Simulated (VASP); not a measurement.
# CoH4 (P6/mmm) in VASP: notebook

CoH4 is run at these levels: PBE; tasks: relaxation of cell and atoms.

Everything below comes from runs of VASP 6.6.1. Logs are shortened: lines on timing, memory, paths and dates and some standing lists are left out, and cuts for length are marked.

## Step 1: The cell of the first run

It takes space group P6/mmm (No. 191, hexagonal). The conventional cell has a = 3.297 Å, b = 3.297 Å, c = 3.126 Å, α = 90.00°, β = 90.00°, γ = 120.00°. Co (site symmetry 6/mmm) has 8 H at 1.56 to 1.65 Å within 2.1 Å. Within 2.2 Å of H (site symmetry mmm) lie 2 Co at 1.65 Å and 4 H at 1.65 Å. Within 2.1 Å of H (site symmetry 6/mmm) lie 2 Co at 1.56 Å.

## Step 2: Relaxation of cell and atoms, PBE, collinear spin, ferromagnetic start

INCAR reads:

```
PREC     = Accurate       # precision mode
ENCUT    = 600            # plane-wave cutoff, eV
EDIFF    = 1E-7           # SCF threshold, eV
ISMEAR   = 0              # smearing method
SIGMA    = 0.1            # smearing width, eV
LREAL    = F              # projectors in reciprocal space
LASPH    = T              # aspherical terms in the spheres
NELM     = 150            # most SCF steps
ALGO     = Normal         # electronic algorithm
ISIF     = 3              # what is computed and relaxed
LWAVE    = F              # write WAVECAR
LCHARG   = F              # write CHGCAR
ISPIN    = 2              # spin polarisation
MAGMOM   = 0.16 0 0 0 0   # initial moments
LORBIT   = 11             # projections on sites
LMAXMIX  = 4              # l up to which the mixer works
GGA      = PE             # functional
IBRION   = 2              # ionic algorithm
NSW      = 90             # ionic steps
EDIFFG   = -0.04          # ionic threshold
```

KPOINTS reads:

```
Automatic mesh
0
Gamma
  6 6 6
```

POSCAR reads:

```
CoH4
1.0
    3.2972294378      0.0000000000      0.0000000000
   -1.6486147189      2.8554844553      0.0000000000
    0.0000000000      0.0000000000      3.1256917050
Co H
1 4
Direct
    0.0000000000      0.0000000000      0.0000000000
    0.5000000000      0.0000000000      0.0000000000
    0.0000000000      0.5000000000      0.0000000000
    0.5000000000      0.5000000000      0.0000000000
    0.0000000000      0.0000000000      0.5000000000
```

Potentials or basis: VASP PAW PBE potentials, release 64 (Co, H).

The run is started by

```sh
$ cat potpaw_PBE.64/Co/POTCAR potpaw_PBE.64/H/POTCAR > POTCAR
$ mpirun -np 1 vasp_std > vasp.out
```

OUTCAR:

```text
PREC = Accurate
   ENCUT = 600
   EDIFF = 1E-7
   ISMEAR = 0
   LREAL = F
   LASPH = T
   NELM = 150
   ISIF = 3
   ISPIN = 2
   LORBIT = 11
   GGA = PE
   IBRION = 2
   NSW = 90
   EDIFFG = -0.04

 ion  position               nearest neighbor table
   1  0.000  0.000  0.000-   5 1.56   5 1.56   2 1.65   2 1.65   4 1.65   3 1.65   3 1.65   4 1.65

   2  0.500  0.000  0.000-   1 1.65   1 1.65
   3  0.000  0.500  0.000-   1 1.65   1 1.65
   4  0.500  0.500  0.000-   1 1.65   1 1.65
   5  0.000  0.000  0.500-   1 1.56   1 1.56

  LATTYP: Found a hexagonal cell.
 ALAT       =     3.2972294378
 C/A-ratio  =     0.9479751907

  Lattice vectors:

 A1 = (   3.2972294378,   0.0000000000,   0.0000000000)
 A2 = (  -1.6486147189,   2.8554844553,   0.0000000000)
 A3 = (   0.0000000000,   0.0000000000,   3.1256917050)

Analysis of symmetry for initial positions (statically):
=====================================================================
 Subroutine PRICEL returns:
 Original cell was already a primitive cell.

 Routine SETGRP: Setting up the symmetry group for a
 hexagonal supercell.

 Subroutine GETGRP returns: Found 24 space group operations
 (whereof 24 operations were pure point group operations)
 out of a pool of 24 trial point group operations.

The static configuration has the point symmetry D_6h.

Analysis of symmetry for dynamics (positions and initial velocities):
=====================================================================
 Subroutine PRICEL returns:
 Original cell was already a primitive cell.

 Routine SETGRP: Setting up the symmetry group for a
 hexagonal supercell.

 Subroutine GETGRP returns: Found 24 space group operations
 (whereof 24 operations were pure point group operations)
 out of a pool of 24 trial point group operations.

The dynamic configuration has the point symmetry D_6h.

Analysis of structural, dynamic, and magnetic symmetry:
=====================================================================
 Subroutine PRICEL returns:
 Original cell was already a primitive cell.

 Routine SETGRP: Setting up the symmetry group for a
 hexagonal supercell.

 Subroutine GETGRP returns: Found 24 space group operations
 (whereof 24 operations were pure point group operations)
 out of a pool of 24 trial point group operations.

The overall configuration has the point symmetry D_6h.

 Subroutine INISYM returns: Found 24 space group operations
 (whereof 24 operations are pure point group operations),
 and found     1 'primitive' translations

----------------------------------------------------------------------------------------

                                     Primitive cell

  volume of cell :      29.4290

  direct lattice vectors                    reciprocal lattice vectors
     3.297229438  0.000000000  0.000000000     0.303284930  0.175101636  0.000000000
    -1.648614719  2.855484455  0.000000000     0.000000000  0.350203272  0.000000000
     0.000000000  0.000000000  3.125691705     0.000000000  0.000000000  0.319929185

  length of vectors
     3.297229438  3.297229438  3.125691705     0.350203272  0.350203272  0.319929185

  position of ions in fractional coordinates (direct lattice)
     0.000000000  0.000000000  0.000000000
     0.500000000  0.000000000  0.000000000
     0.000000000  0.500000000  0.000000000
     0.500000000  0.500000000  0.000000000
     0.000000000  0.000000000  0.500000000

  ion indices of the primitive-cell ions
   primitive index   ion index
                 1           1
                 2           2
                 3           3
                 4           4
                 5           5

----------------------------------------------------------------------------------------

 KPOINTS: Automatic mesh

Automatic generation of k-mesh.
 Grid dimensions read from file:
 generate k-points for:    6    6    6

 Generating k-lattice:

  Cartesian coordinates                     Fractional coordinates (reciprocal lattice)
     0.050547488  0.029183606  0.000000000     0.166666667  0.000000000  0.000000000
     0.000000000  0.058367212  0.000000000     0.000000000  0.166666667  0.000000000
[... 50 lines left out ...]
   ISTART =      0    job   : 0-new  1-cont  2-samecut
   ICHARG =      2    charge: 1-file 2-atom 10-const
   ISPIN  =      2    spin polarized calculation?
   LNONCOLLINEAR =      F non collinear calculations
   LSORBIT =      F    spin-orbit coupling
   LASPH  =      T    aspherical Exc in radial PAW
   ENCUT  =  600.0 eV  44.10 Ry    6.64 a.u.   6.59  6.59  6.24*2*pi/ulx,y,z
   NELM   =    150;   NELMIN=  2; NELMDL= -5     # of ELM steps
   EDIFF  = 0.1E-06   stopping-criterion for ELM
   LREAL  =      F    real-space projection
   EDIFFG = -.4E-01   stopping-criterion for IOM
   NSW    =     90    number of steps for IOM
   IBRION =      2    ionic relax: 0-MD 1-quasi-New 2-CG
   NFREE  =      1    steps in history (QN), initial steepest desc. (CG)
   ISIF   =      3    stress and relaxation
   ISYM   =      2    0-nonsym 1-usesym 2-fastsym
   POTIM  = 0.5000    time-step for ionic-motion
   TEBEG  =    0.0;   TEEND  =   0.0 temperature during run
   PSTRESS=    0.0 pullay stress
   NELECT =      13.0000    total number of electrons
   NUPDOWN=      -1.0000    fix difference up-down
   EMIN   =  10.00;   EMAX   =-10.00  energy-range for DOS
   EFERMI =   0.00;   METHOD = LEGACY
   ISMEAR =     0;   SIGMA  =   0.10  broadening in eV -4-tet -1-fermi 0-gaus
   EFERMI_NEDOS =   21; number of points for ismear=-14 and -15
   IALGO  =     38    algorithm
   IMIX   =      4    mixing-type and parameters
     AMIX     =   0.40;   BMIX     =  1.00
     AMIX_MAG =   1.60;   BMIX_MAG =  1.00
  volume/ion in A,a.u.               =       5.89        39.72
  Fermi-wavevector in a.u.,A,eV,Ry     =   1.246802  2.356115 21.150472  1.554516
  Thomas-Fermi vector in A             =   2.380963
   LORBIT       =     11    0 simple, 1 ext, 2 COOP (PROOUT), +10 PAW based schemes
   GGA     = PE    functional components
   LHFCALC =     F    Hartree Fock is set to
   AEXX    =    0.0000 exact exchange contribution
   IVDW    =     0    specifies the selected vdW correction
   LEPSILON=     F    determine dielectric tensor
   LRPA    =     F    only Hartree local field effects (RPA)
 conjugate gradient relaxation of ions
 spin polarized calculation
 Gauss-broadening in eV      SIGMA  =   0.10
  energy-cutoff  :      600.00
  volume of cell :       29.43
 maximum number of plane-waves:      1003
 NGX is ok and might be reduce to    28
   NGX = 13   NGY = 13   NGZ = 13

 number of electron      12.9999999 magnetization       0.0012711

 Free energy of the ion-electron system (eV)
  ---------------------------------------------------
  ext. energy  EPLUGINS =         0.00000000
  ---------------------------------------------------
  free energy    TOTEN  =       -18.45380199 eV

  energy without entropy =      -18.44815385  energy(sigma->0) =      -18.45097792

 E-fermi :   2.6109     XC(G=0): -10.3153

 val. band max:        2.5879883248   @ k =   0.1667   0.1667   0.5000
 cond. band min:       2.6116949473   @ k =   0.3333   0.3333   0.1667
 fundamental gap:      0.0237066225
 Fermi energy:         2.6108567816

 spin component 1

 k-point     1 :       0.0000    0.0000    0.0000
  band No.  band energies     occupation
      1      -8.1194      1.00000
      2      -2.2338      1.00000
      3      -0.6238      1.00000
      4      -0.6238      1.00000
      5       2.3821      0.99939
      6       2.3821      0.99939
      7       9.1594      0.00000
      8       9.9604      0.00000
      9       9.9604      0.00000
     10      11.0464      0.00000
[... 287 lines left out ...]
 k-point    24 :       0.3333    0.0000    0.5000
  band No.  band energies     occupation
      1      -4.9768      1.00000
      2      -1.5892      1.00000
      3      -0.3810      1.00000
      4       0.8683      1.00000
      5       1.4869      1.00000
      6       1.8814      1.00000
      7       2.4879      0.95895
      8       4.9886      0.00000
      9       6.2003      0.00000
     10      10.2483      0.00000

 [... further k-points ...]

 spin component 2

 k-point     1 :       0.0000    0.0000    0.0000
  band No.  band energies     occupation
      1      -8.1196      1.00000
      2      -2.2326      1.00000
      3      -0.6229      1.00000
      4      -0.6229      1.00000
      5       2.3830      0.99936
      6       2.3830      0.99936
      7       9.1610      0.00000
      8       9.9608      0.00000
      9       9.9608      0.00000
     10      11.0465      0.00000
[... 287 lines left out ...]
 k-point    24 :       0.3333    0.0000    0.5000
  band No.  band energies     occupation
      1      -4.9770      1.00000
      2      -1.5887      1.00000
      3      -0.3811      1.00000
      4       0.8695      1.00000
      5       1.4876      1.00000
      6       1.8823      1.00000
      7       2.4906      0.95548
      8       4.9896      0.00000
      9       6.2004      0.00000
     10      10.2483      0.00000

 [... further k-points ...]
[... 5 lines left out ...]
  --------------------------------------------------------------------------------------
  -------------------------------------------------------------------------------------
  Total       -0.0169515     -0.0169515     -0.1636971     -0.0000000      0.0000000     -0.0000000
  in kB       -0.9228778     -0.9228778     -8.9120241     -0.0000000      0.0000000     -0.0000000
  external PRESSURE =      -3.5859265 kB  Pullay stress =       0.0000000 kB

 VOLUME and BASIS-vectors are now :
 -----------------------------------------------------------------------------
  energy-cutoff  :      600.00
  volume of cell :       29.43
      direct lattice vectors                 reciprocal lattice vectors
     3.297229438  0.000000000  0.000000000     0.303284930  0.175101636  0.000000000
    -1.648614719  2.855484455  0.000000000     0.000000000  0.350203272  0.000000000
     0.000000000  0.000000000  3.125691705     0.000000000  0.000000000  0.319929185

 POSITION                                       TOTAL-FORCE (eV/Angst)
 -----------------------------------------------------------------------------------
      0.00000      0.00000      0.00000         0.000000      0.000000      0.000000
      1.64861      0.00000      0.00000        -0.000000      0.000000      0.000000
     -0.82431      1.42774      0.00000        -0.000000      0.000000      0.000000
      0.82431      1.42774      0.00000         0.000000      0.000000      0.000000
      0.00000      0.00000      1.56285         0.000000      0.000000      0.000000
 -----------------------------------------------------------------------------------
    total drift:                               -0.000000     -0.000000     -0.000000

  FREE ENERGIE OF THE ION-ELECTRON SYSTEM (eV)
  ---------------------------------------------------
  free  energy   TOTEN  =       -18.4538019881 eV

  energy  without entropy=      -18.4481538546  energy(sigma->0) =      -18.45097792

 reached required accuracy - stopping structural energy minimisation

 total charge

# of ion       s       p       d       tot
------------------------------------------
    1        0.494   0.566   7.543   8.603
    2        0.490   0.025   0.000   0.514
    3        0.490   0.025   0.000   0.514
    4        0.490   0.025   0.000   0.514
    5        0.574   0.017   0.000   0.592
--------------------------------------------------
tot          2.536   0.657   7.543  10.737

 magnetization (x)

# of ion       s       p       d       tot
------------------------------------------
    1        0.000   0.000   0.001   0.001
    2       -0.000   0.000   0.000  -0.000
    3       -0.000   0.000   0.000  -0.000
    4       -0.000   0.000   0.000  -0.000
    5       -0.000   0.000   0.000  -0.000
--------------------------------------------------
tot         -0.000   0.000   0.001   0.001
```

It took 21 s on 1 thread of Intel Xeon Platinum 8488C (Sapphire Rapids), shared host; peak memory 0.18 GiB.

Results:

```
Free energy                                           : -18.4538 eV
Pressure after relaxing                               : -0.4 GPa
Net moment                                            : 0.00 μB per cell
Valence electrons inside the program's atomic spheres : Co 8.60; H 0.51, 0.59
```

Stress tensor (GPa, compression positive):
```
-0.09  0.00  0.00
 0.00 -0.09  0.00
 0.00  0.00 -0.89
```

Final structure:
```
Co H
1.0
     3.29723    0.00000    0.00000
    -1.64861    2.85548    0.00000
     0.00000    0.00000    3.12569
Co H
1 4
Direct
  0.00000 0.00000 0.00000
  0.50000 0.00000 0.00000
  0.00000 0.50000 0.00000
  0.50000 0.50000 0.00000
  0.00000 0.00000 0.50000
```

Caveat: the k points lie up to 0.37 Å⁻¹ apart in the final cell; the relaxation stopped at its first step, so nothing moved.

## Step 3: Relaxation of cell and atoms, PBE, collinear spin, ferromagnetic start

This run uses another cell than the first one, of 8.98 Å³/atom, 1.526 times its volume.

INCAR reads:

```
PREC = Accurate
ENCUT = 600
EDIFF = 1E-7
ISMEAR = 0
SIGMA = 0.1
LREAL = False
LASPH = True
NELM = 150
ALGO = Normal
ISIF = 3
LWAVE = False
LCHARG = False
ISPIN = 2
MAGMOM = 3 0 0 0 0
LORBIT = 11
LMAXMIX = 4
GGA = PE
IBRION = 2
NSW = 90
EDIFFG = -0.04
```

KPOINTS reads:

```
Automatic mesh
0
Gamma
  6 6 4
```

POSCAR: that of step 2 with these lines changed.

```diff
@@ -2,5 +2,5 @@
 1.0
-    3.2972294378      0.0000000000      0.0000000000
-   -1.6486147189      2.8554844553      0.0000000000
-    0.0000000000      0.0000000000      3.1256917050
+    3.4094192500      0.0000000000      0.0000000000
+   -1.7047096300      2.9526436800      0.0000000000
+    0.0000000000      0.0000000000      4.4618266100
 Co H
```

Potentials or basis: VASP PAW PBE potentials, release 64 (Co, H).

The run is started by

```sh
$ cat potpaw_PBE.64/Co/POTCAR potpaw_PBE.64/H/POTCAR > POTCAR
$ mpirun -np 1 vasp_std > vasp.out
```

Wall time 2.5 min (1 thread of Intel Xeon Platinum 8488C (Sapphire Rapids), shared host); peak memory 0.21 GiB.

It converged, with:

- Free energy: -18.4398 eV
- Relaxed volume: 5.86 Å³/atom
- Relaxed cell: a = 3.289 Å, b = 3.289 Å, c = 3.129 Å, α = 90.00°, β = 90.00°, γ = 120.00°
- Space group after relaxing (to 0.05 Å): P6/mmm (No. 191)
- Energy gained by relaxing: 361.9 meV/atom
- Ionic steps: 6
- Pressure after relaxing: 0.3 GPa
- Net moment: 0.00 μB per cell
- Valence electrons inside the program's atomic spheres: Co 8.61; H 0.52, 0.59

Stress tensor (GPa, compression positive):
```
 0.76  0.00  0.00
 0.00  0.76  0.00
 0.00  0.00 -0.68
```

The path:
```
step  energy change (eV)  largest force (eV/Å)  pressure (GPa)  volume (Å³)
   1              0.0000                0.0000          -13.06        44.92
   2             -0.5299                0.0000          -11.45        40.29
   3             -1.5930                0.0000            9.59        27.97
   4             -1.7539                0.0000            7.98        27.50
   5             -1.7704                0.0000            7.72        27.62
   6             -1.8097                0.0000            0.28        29.31
```

Final structure:
```xyz
5
Lattice="3.2891 0.0000 0.0000 -1.6446 2.8485 0.0000 0.0000 0.0000 3.1286" Properties=species:S:1:pos:R:3 pbc="T T T"
Co    0.0000    0.0000    0.0000
H     0.0000    2.8485    0.0000
H     2.4668    1.4242    0.0000
H     0.8223    1.4242    0.0000
H     1.6446    2.8485    1.5643
```

Levels at points of the mesh, in eV from the Fermi level:
Spin up:
| k point | band 3 | band 4 | band 5 | band 6 | band 7 | band 8 | band 9 | band 10 |
| --- | --- | --- | --- | --- | --- | --- | --- | --- |
| (0.00, 0.00, 0.00) | -3.24 | -3.24 | -0.19 | -0.19 | 6.60 | 7.43 | 7.43 | 8.43 |
| (0.50, 0.00, 0.00) | -4.48 | -0.90 | -0.62 | -0.28 | -0.20 | 1.46 | 6.36 | 11.33 |
| (0.00, 0.00, 0.50) | -3.11 | -3.11 | -0.56 | -0.56 | 0.19 | 7.80 | 7.80 | 9.67 |
| (0.50, 0.00, 0.50) | -2.19 | -1.62 | -0.88 | -0.73 | -0.52 | 1.40 | 2.22 | 7.04 |
Spin down:
```
           k point  band 3  band 4  band 5  band 6  band 7  band 8  band 9  band 10
(0.00, 0.00, 0.00)   -3.24   -3.24   -0.19   -0.19    6.60    7.43    7.43     8.43
(0.50, 0.00, 0.00)   -4.48   -0.90   -0.62   -0.28   -0.20    1.46    6.36    11.33
(0.00, 0.00, 0.50)   -3.11   -3.11   -0.56   -0.56    0.19    7.80    7.80     9.67
(0.50, 0.00, 0.50)   -2.19   -1.62   -0.88   -0.73   -0.52    1.40    2.22     7.04
```

Caveat: the starting moments collapsed, and a magnetic state may lie lower; the volume moved by over 15 % at a fixed basis, so the end points are rough.

## Step 4: Relaxation of cell and atoms, PBE

INCAR reads:

```
SYSTEM = CoH4
PREC     = Accurate       ! precision mode
ENCUT    = 600            ! plane-wave cutoff, eV
EDIFF    = 1E-6           ! SCF threshold, eV
ISMEAR   = 0              ! smearing method
SIGMA    = 0.1            ! smearing width, eV
LREAL    = .FALSE.        ! projectors in reciprocal space
LASPH    = .TRUE.         ! aspherical terms in the spheres
NELM     = 100            ! most SCF steps
ALGO     = Normal         ! electronic algorithm
ISIF     = 3              ! what is computed and relaxed
LWAVE    = .FALSE.        ! write WAVECAR
LCHARG   = .FALSE.        ! write CHGCAR
GGA      = PE             ! functional
IBRION   = 2              ! ionic algorithm
NSW      = 100            ! ionic steps
EDIFFG   = -0.01          ! ionic threshold
```

KPOINTS reads:

```
regular mesh
0
G
  12 12 12
  0 0 0
```

POSCAR: that of step 3 with these lines changed.

```diff
@@ -2,5 +2,5 @@
 1.0
-    3.4094192500      0.0000000000      0.0000000000
-   -1.7047096300      2.9526436800      0.0000000000
-    0.0000000000      0.0000000000      4.4618266100
+    3.2972913924      0.0000000000      0.0000000000
+   -1.6486456962      2.8555381095      0.0000000000
+    0.0000000000      0.0000000000      3.1209810779
 Co H
```

The run is started by

```sh
$ cat potpaw_PBE.64/Co/POTCAR potpaw_PBE.64/H/POTCAR > POTCAR
$ mpirun -np 1 vasp_std > vasp.out
```

Run time: 58 s. Hardware: 1 thread of Intel Xeon 6975P-C, shared host; peak memory 0.2 GiB.

The run converged. Its results:

```
Free energy                            : -18.4304 eV
Relaxed volume                         : 5.87 Å³/atom
Relaxed cell                           : a = 3.295 Å, b = 3.295 Å, c = 3.122 Å, α = 90.00°, β = 90.00°, γ = 120.00°
Space group after relaxing (to 0.05 Å) : P6/mmm (No. 191)
Energy gained by relaxing              : 0.0 meV/atom
Ionic steps                            : 2
Pressure after relaxing                : 0.0 GPa
```

Stress tensor (GPa, compression positive):
```
-0.08  0.00  0.00
 0.00 -0.08  0.00
 0.00  0.00  0.14
```

Final structure:
```yaml
crystal:
  lattice:
    - [3.29529, 0.00000, 0.00000]
    - [-1.64765, 2.85381, 0.00000]
    - [0.00000, 0.00000, 3.12182]
  atoms:
    - { symbol: Co, position: [0.00000, 0.00000, 0.00000] }
    - { symbol: H, position: [0.50000, 0.00000, 0.00000] }
    - { symbol: H, position: [0.00000, 0.50000, 0.00000] }
    - { symbol: H, position: [0.50000, 0.50000, 0.00000] }
    - { symbol: H, position: [0.00000, 0.00000, 0.50000] }
```

Levels at points of the mesh, in eV from the Fermi level:
```csv
k point,band 4,band 5,band 6,band 7,band 8,band 9,band 10
"(0.00, 0.00, 0.00)",-3.43,-0.42,-0.42,6.37,7.16,7.16,8.24
"(0.50, 0.00, 0.00)",-1.08,-0.83,-0.50,-0.41,1.20,6.11,11.10
"(0.00, 0.00, 0.50)",-3.30,-0.79,-0.79,-0.04,7.54,7.54,9.36
"(0.50, 0.00, 0.50)",-1.85,-1.06,-0.96,-0.75,1.18,1.96,6.79
```

Spin polarisation is off, so any magnetic state and its effect on volume and gap are missing.
